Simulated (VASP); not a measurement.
# LaYN2 (P6/mmm) in VASP: a series of runs

Runs on LaYN2. Level: PBE. Tasks: single point, relaxation of cell and atoms.

Everything below comes from runs of VASP 6.6.1. Logs are shortened: lines on timing, memory, paths and dates and some standing lists are left out, and cuts for length are marked.

### 1 The cell of the first run

The structure is hexagonal, space group P6/mmm (No. 191). Conventional cell: a = 4.087 Å, b = 4.087 Å, c = 7.611 Å, α = 90.00°, β = 90.00°, γ = 120.00°. La (site symmetry 6/mmm) has 6 N at 2.36 Å within 3.1 Å. Y (site symmetry 6/mmm) has 2 La at 3.81 Å and 6 Y at 4.09 Å and 12 N at 4.48 Å within 5.0 Å. N (site symmetry -6m2) has 3 N at 2.36 Å and 3 La at 2.36 Å within 3.1 Å.

The cell was generated, and may not be a known phase.

### 2 Single point, PBE

INCAR

```
SYSTEM = LaYN2
PREC     = Accurate       ! precision mode
ENCUT    = 520            ! plane-wave cutoff, eV
EDIFF    = 1E-6           ! SCF threshold, eV
ISMEAR   = 0              ! smearing method
SIGMA    = 0.1            ! smearing width, eV
LREAL    = .False.        ! projectors in reciprocal space
LASPH    = .True.         ! aspherical terms in the spheres
NELM     = 100            ! most SCF steps
ALGO     = Normal         ! electronic algorithm
ISIF     = 2              ! what is computed and relaxed
LWAVE    = .False.        ! write WAVECAR
LCHARG   = .False.        ! write CHGCAR
GGA      = PE             ! functional
NBANDS   = 24             ! bands
```

KPOINTS

```
regular mesh
0
Gamma
  12 12 6
  0 0 0
```

POSCAR

```
LaYN2
1.0
    4.0873217048      0.0000000000      0.0000000000
   -2.0436608524      3.5397244298      0.0000000000
    0.0000000000      0.0000000000      7.6109969210
La Y N
1 1 2
Direct
    0.0000000000      0.0000000000      0.0000000000
    0.0000000000      0.0000000000      0.5000000000
    0.3333333333      0.6666666667      0.0000000000
    0.6666666667      0.3333333333      0.0000000000
```

Potentials or basis: VASP PAW PBE potentials, release 64 (La, Y_sv, N).

Run with:

```
$ cat potpaw_PBE.64/La/POTCAR potpaw_PBE.64/Y_sv/POTCAR potpaw_PBE.64/N/POTCAR > POTCAR
$ mpirun -np 1 vasp_std > vasp.out
```

OUTCAR:

```text
SYSTEM = LaYN2
   PREC = Accurate
   ENCUT = 520
   EDIFF = 1E-6
   ISMEAR = 0
   LREAL = .False.
   LASPH = .True.
   NELM = 100
   ISIF = 2
   GGA = PE

 ion  position               nearest neighbor table
   1  0.000  0.000  0.000-   3 2.36   4 2.36   4 2.36   3 2.36   4 2.36   3 2.36   2 3.81   2 3.81

   2  0.000  0.000  0.500-   1 3.81   1 3.81
   3  0.333  0.667  0.000-   1 2.36   1 2.36   1 2.36
   4  0.667  0.333  0.000-   1 2.36   1 2.36   1 2.36

  LATTYP: Found a hexagonal cell.
 ALAT       =     4.0873217048
 C/A-ratio  =     1.8620988194

  Lattice vectors:

 A1 = (   4.0873217048,   0.0000000000,   0.0000000000)
 A2 = (  -2.0436608524,   3.5397244298,   0.0000000000)
 A3 = (   0.0000000000,   0.0000000000,   7.6109969210)

Analysis of symmetry for initial positions (statically):
=====================================================================
 Subroutine PRICEL returns:
 Original cell was already a primitive cell.

 Routine SETGRP: Setting up the symmetry group for a
 hexagonal supercell.

 Subroutine GETGRP returns: Found 24 space group operations
 (whereof 24 operations were pure point group operations)
 out of a pool of 24 trial point group operations.

The static configuration has the point symmetry D_6h.

Analysis of symmetry for dynamics (positions and initial velocities):
=====================================================================
 Subroutine PRICEL returns:
 Original cell was already a primitive cell.

 Routine SETGRP: Setting up the symmetry group for a
 hexagonal supercell.

 Subroutine GETGRP returns: Found 24 space group operations
 (whereof 24 operations were pure point group operations)
 out of a pool of 24 trial point group operations.

The dynamic configuration has the point symmetry D_6h.

 Subroutine INISYM returns: Found 24 space group operations
 (whereof 24 operations are pure point group operations),
 and found     1 'primitive' translations

----------------------------------------------------------------------------------------

                                     Primitive cell

  volume of cell :     110.1158

  direct lattice vectors                    reciprocal lattice vectors
     4.087321705  0.000000000  0.000000000     0.244658990  0.141253934  0.000000000
    -2.043660852  3.539724430  0.000000000     0.000000000  0.282507867  0.000000000
     0.000000000  0.000000000  7.610996921     0.000000000  0.000000000  0.131388833

  length of vectors
     4.087321705  4.087321705  7.610996921     0.282507867  0.282507867  0.131388833

  position of ions in fractional coordinates (direct lattice)
     0.000000000  0.000000000  0.000000000
     0.000000000  0.000000000  0.500000000
     0.333333333  0.666666667  0.000000000
     0.666666667  0.333333333  0.000000000

  ion indices of the primitive-cell ions
   primitive index   ion index
                 1           1
                 2           2
                 3           3
                 4           4

----------------------------------------------------------------------------------------

 KPOINTS: regular mesh

Automatic generation of k-mesh.
 Grid dimensions read from file:
 generate k-points for:   12   12    6

 Generating k-lattice:

  Cartesian coordinates                     Fractional coordinates (reciprocal lattice)
     0.020388249  0.011771161  0.000000000     0.083333333  0.000000000  0.000000000
     0.000000000  0.023542322  0.000000000     0.000000000  0.083333333  0.000000000
     0.000000000  0.000000000  0.021898139     0.000000000  0.000000000  0.166666667

  Length of vectors
     0.023542322  0.023542322  0.021898139

  Shift w.r.t. Gamma in fractional coordinates (k-lattice)
     0.000000000  0.000000000  0.000000000

 Subroutine IBZKPT returns following result:
 ===========================================

 Found     76 irreducible k-points:

 Following reciprocal coordinates:
            Coordinates               Weight
  0.000000  0.000000  0.000000      1.000000
  0.083333  0.000000  0.000000      6.000000
  0.166667  0.000000  0.000000      6.000000
  0.250000  0.000000  0.000000      6.000000
  0.333333  0.000000  0.000000      6.000000
  0.416667  0.000000  0.000000      6.000000
[... 16 lines left out ...]
  0.250000  0.000000  0.166667     12.000000
  0.333333  0.000000  0.166667     12.000000
 [... further k-points ...]
   k-points           NKPTS =     76   k-points in BZ     NKDIM =     76   number of bands    NBANDS=     24
   number of dos      NEDOS =    301   number of ions     NIONS =      4
   total plane-waves  NPLWV =  54000
   dimension x,y,z NGX =    30 NGY =   30 NGZ =   60
   dimension x,y,z NGXF=    60 NGYF=   60 NGZF=  120
   ions per type =               1   1   2
   NGX,Y,Z   is equivalent  to a cutoff of  12.20, 12.20, 13.11 a.u.
   NGXF,Y,Z  is equivalent  to a cutoff of  24.40, 24.40, 26.21 a.u.
 SYSTEM =  LaYN2
   PREC   = accura    normal or accurate (medium, high low for compatibility)
   ISTART =      0    job   : 0-new  1-cont  2-samecut
   ICHARG =      2    charge: 1-file 2-atom 10-const
   ISPIN  =      1    spin polarized calculation?
   LNONCOLLINEAR =      F non collinear calculations
   LSORBIT =      F    spin-orbit coupling
   LASPH  =      T    aspherical Exc in radial PAW
   ENCUT  =  520.0 eV  38.22 Ry    6.18 a.u.   7.60  7.60 14.15*2*pi/ulx,y,z
   NELM   =    100;   NELMIN=  2; NELMDL= -5     # of ELM steps
   EDIFF  = 0.1E-05   stopping-criterion for ELM
   LREAL  =      F    real-space projection
   EDIFFG = 0.1E-04   stopping-criterion for IOM
   NSW    =      0    number of steps for IOM
   IBRION =     -1    ionic relax: 0-MD 1-quasi-New 2-CG
   NFREE  =      0    steps in history (QN), initial steepest desc. (CG)
   ISIF   =      2    stress and relaxation
   ISYM   =      2    0-nonsym 1-usesym 2-fastsym
   POTIM  = 0.5000    time-step for ionic-motion
   TEBEG  =    0.0;   TEEND  =   0.0 temperature during run
   PSTRESS=    0.0 pullay stress
   NELECT =      32.0000    total number of electrons
   NUPDOWN=      -1.0000    fix difference up-down
   EMIN   =  10.00;   EMAX   =-10.00  energy-range for DOS
   EFERMI =   0.00;   METHOD = LEGACY
   ISMEAR =     0;   SIGMA  =   0.10  broadening in eV -4-tet -1-fermi 0-gaus
   EFERMI_NEDOS =   21; number of points for ismear=-14 and -15
   IALGO  =     38    algorithm
   IMIX   =      4    mixing-type and parameters
     AMIX     =   0.40;   BMIX     =  1.00
     AMIX_MAG =   1.60;   BMIX_MAG =  1.00
  volume/ion in A,a.u.               =      27.53       185.77
  Fermi-wavevector in a.u.,A,eV,Ry     =   1.084363  2.049150 15.998331  1.175844
  Thomas-Fermi vector in A             =   2.220452
   LORBIT       =      0    0 simple, 1 ext, 2 COOP (PROOUT), +10 PAW based schemes
   GGA     = PE    functional components
   LHFCALC =     F    Hartree Fock is set to
   AEXX    =    0.0000 exact exchange contribution
   IVDW    =     0    specifies the selected vdW correction
   LEPSILON=     F    determine dielectric tensor
   LRPA    =     F    only Hartree local field effects (RPA)
 non-spin polarized calculation
 Gauss-broadening in eV      SIGMA  =   0.10
  energy-cutoff  :      520.00
  volume of cell :      110.12
 maximum number of plane-waves:      2996
   NGX = 15   NGY = 15   NGZ = 29

 number of electron      32.0000001 magnetization

 Free energy of the ion-electron system (eV)
  ---------------------------------------------------
  ext. energy  EPLUGINS =         0.00000000
  ---------------------------------------------------
  free energy    TOTEN  =       -23.69315340 eV

  energy without entropy =      -23.65084284  energy(sigma->0) =      -23.67199812

 E-fermi :   3.1483     XC(G=0):  -8.5495

 val. band max:        3.1454224644   @ k =   0.3333   0.3333   0.5000
 cond. band min:       3.1487938441   @ k =   0.4167   0.0000   0.5000
 fundamental gap:      0.0033713796
 Fermi energy:         3.1483361389

 k-point     1 :       0.0000    0.0000    0.0000
  band No.  band energies     occupation
      1     -41.3417      2.00000
      2     -27.4498      2.00000
      3     -21.3572      2.00000
      4     -21.1265      2.00000
      5     -21.1265      2.00000
      6     -11.5377      2.00000
[... 16 lines left out ...]
     23       5.3213      0.00000
     24       7.5993      0.00000

 k-point     2 :       0.0833    0.0000    0.0000
  band No.  band energies     occupation
      1     -41.3413      2.00000
      2     -27.4418      2.00000
      3     -21.3564      2.00000
      4     -21.1332      2.00000
      5     -21.1282      2.00000
      6     -11.8328      2.00000
[... 16 lines left out ...]
     23       5.3813      0.00000
     24       7.6028      0.00000

 k-point     3 :       0.1667    0.0000    0.0000
  band No.  band energies     occupation
      1     -41.3401      2.00000
      2     -27.4197      2.00000
      3     -21.3542      2.00000
      4     -21.1515      2.00000
      5     -21.1327      2.00000
      6     -12.5241      2.00000
[... 16 lines left out ...]
     23       5.8268      0.00000
     24       7.6132      0.00000

 k-point     4 :       0.2500    0.0000    0.0000
  band No.  band energies     occupation
      1     -41.3385      2.00000
      2     -27.3893      2.00000
      3     -21.3512      2.00000
      4     -21.1762      2.00000
      5     -21.1388      2.00000
      6     -13.1098      2.00000
[... 16 lines left out ...]
     23       6.2613      0.00000
     24       7.6290      0.00000

 k-point     5 :       0.3333    0.0000    0.0000
  band No.  band energies     occupation
      1     -41.3369      2.00000
      2     -27.3584      2.00000
      3     -21.3482      2.00000
      4     -21.2009      2.00000
      5     -21.1450      2.00000
      6     -13.5514      2.00000
[... 16 lines left out ...]
     23       6.6224      0.00000
     24       7.3908      0.00000

 k-point     6 :       0.4167    0.0000    0.0000
  band No.  band energies     occupation
      1     -41.3357      2.00000
      2     -27.3356      2.00000
      3     -21.3460      2.00000
      4     -21.2188      2.00000
      5     -21.1494      2.00000
      6     -13.8260      2.00000
[... 16 lines left out ...]
     23       6.8522      0.00000
     24       6.9546      0.00000
[... 379 lines left out ...]
 k-point    21 :       0.0833    0.0000    0.1667
  band No.  band energies     occupation
      1     -41.3413      2.00000
      2     -27.4418      2.00000
      3     -21.3560      2.00000
      4     -21.1332      2.00000
      5     -21.1282      2.00000
      6     -11.8328      2.00000
[... 16 lines left out ...]
     23       5.2566      0.00000
     24       7.6018      0.00000

 k-point    22 :       0.1667    0.0000    0.1667
  band No.  band energies     occupation
      1     -41.3401      2.00000
      2     -27.4198      2.00000
      3     -21.3538      2.00000
      4     -21.1515      2.00000
      5     -21.1327      2.00000
      6     -12.5241      2.00000
[... 16 lines left out ...]
     23       5.5627      0.00000
     24       7.5971      0.00000

 k-point    23 :       0.2500    0.0000    0.1667
  band No.  band energies     occupation
      1     -41.3385      2.00000
      2     -27.3893      2.00000
      3     -21.3509      2.00000
      4     -21.1762      2.00000
      5     -21.1388      2.00000
      6     -13.1098      2.00000
[... 16 lines left out ...]
     23       5.8972      0.00000
     24       7.5798      0.00000

 k-point    24 :       0.3333    0.0000    0.1667
  band No.  band energies     occupation
      1     -41.3369      2.00000
      2     -27.3585      2.00000
      3     -21.3479      2.00000
      4     -21.2009      2.00000
      5     -21.1450      2.00000
      6     -13.5514      2.00000
[... 16 lines left out ...]
     23       6.1818      0.00000
     24       7.4535      0.00000

 [... further k-points ...]

------------------------ aborting loop because EDIFF is reached ----------------------------------------

  FORCE on cell =-STRESS in cart. coord.  units (eV):
  Direction    XX          YY          ZZ          XY          YZ          ZX
  --------------------------------------------------------------------------------------
  -------------------------------------------------------------------------------------
  Total       -0.0217063     -0.0217063     -0.0610727      0.0000000     -0.0000000      0.0000000
  in kB       -0.3158248     -0.3158248     -0.8886031      0.0000000     -0.0000000      0.0000000
  external PRESSURE =      -0.5067509 kB  Pullay stress =       0.0000000 kB

 VOLUME and BASIS-vectors are now :
 -----------------------------------------------------------------------------
  energy-cutoff  :      520.00
  volume of cell :      110.12
      direct lattice vectors                 reciprocal lattice vectors
     4.087321705  0.000000000  0.000000000     0.244658990  0.141253934  0.000000000
    -2.043660852  3.539724430  0.000000000     0.000000000  0.282507867  0.000000000
     0.000000000  0.000000000  7.610996921     0.000000000  0.000000000  0.131388833

 POSITION                                       TOTAL-FORCE (eV/Angst)
 -----------------------------------------------------------------------------------
      0.00000      0.00000      0.00000        -0.000000     -0.000000     -0.000000
      0.00000      0.00000      3.80550        -0.000000     -0.000000     -0.000000
     -0.00000      2.35982      0.00000         0.000000     -0.000000     -0.000000
      2.04366      1.17991      0.00000        -0.000000      0.000000      0.000000
 -----------------------------------------------------------------------------------
    total drift:                               -0.000000      0.000000      0.000000

  FREE ENERGIE OF THE ION-ELECTRON SYSTEM (eV)
  ---------------------------------------------------
  free  energy   TOTEN  =       -23.6931534017 eV

  energy  without entropy=      -23.6508428383  energy(sigma->0) =      -23.67199812
```

Run time: 3.3 min. Hardware: 1 thread of Intel Xeon 6975P-C (Granite Rapids), shared host; peak memory 0.41 GiB.

What came out:

| Item | Value |
| --- | --- |
| Free energy | -23.6932 eV |
| Pressure | -0.1 GPa |
| Band gap on the k mesh | zero (bands 16 and 17 overlap by 0.55 eV) |

Levels at points of the mesh, in eV from the Fermi level:
| k point | band 13 | band 14 | band 15 | band 16 | band 17 | band 18 | band 19 | band 20 |
| --- | --- | --- | --- | --- | --- | --- | --- | --- |
| (0.00, 0.00, 0.00) | -3.19 | -2.26 | -0.37 | 0.49 | 0.97 | 0.97 | 1.77 | 1.85 |
| (0.50, 0.00, 0.00) | -1.50 | -1.14 | -0.88 | -0.24 | -0.02 | 0.06 | 0.49 | 0.50 |
| (0.00, 0.00, 0.50) | -3.28 | -1.73 | -0.16 | 0.49 | 0.58 | 0.96 | 0.96 | 1.93 |
| (0.50, 0.00, 0.50) | -1.50 | -1.31 | -0.49 | -0.24 | -0.05 | 0.04 | 0.86 | 0.95 |

Caveat: spin-orbit coupling is left out, which moves the levels of the heavy elements.

(Continued in part 2 of 2.)

The gap in the log of VASP goes by the Fermi energy; the results here count the filled bands.